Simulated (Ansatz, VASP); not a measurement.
One calculation of ScAl3N4, two programs

```
CELL_PARAMETERS angstrom
6.48315 0.00000 0.00000
0.00000 5.60991 0.00000
0.00000 0.00000 5.06468
ATOMIC_POSITIONS crystal
Sc 0.00000 0.83657 0.99082
Sc 0.50000 0.16343 0.49082
Al 0.00000 0.17878 0.50489
Al 0.50000 0.82122 0.00489
Al 0.25029 0.33778 0.00451
Al 0.75029 0.66222 0.50451
Al 0.24971 0.66222 0.50451
Al 0.74971 0.33778 0.00451
N 0.00000 0.19564 0.88131
N 0.00000 0.84138 0.41865
N 0.23413 0.34399 0.38015
N 0.76587 0.34399 0.38015
N 0.50000 0.80436 0.38131
N 0.50000 0.15862 0.91865
N 0.73413 0.65601 0.88015
N 0.26587 0.65601 0.88015
```

Alike in both runs: task relaxation of cell and atoms; functional PBE; k mesh 4 × 4 × 6; no spin polarisation.

|  | VASP | Ansatz |
| --- | --- | --- |
| version | VASP 6.6.1 | Ansatz 0.2.0 |
| potentials or method | VASP PAW PBE potentials, release 64 (Sc_sv, Al, N), cutoff 600 eV | scalar-relativistic, plane waves, PAW |
| occupations | gaussian, width 0.01 eV | fixed |
| valence electrons in the cell | 80 | 80 |

Ansatz gave:

* gap on the k mesh at the Fermi level, each at its own relaxed structure (eV): 3.68
* relaxed volume (Å³/atom): 11.51
* relaxed length of the cell vector where the two differ most in proportion (Å): 5.610

Q: Which values does VASP return?

A: gap on the k mesh at the Fermi level, each at its own relaxed structure (eV): 3.67; relaxed volume (Å³/atom): 11.51; relaxed length of the cell vector where the two differ most in proportion (Å): 5.609.
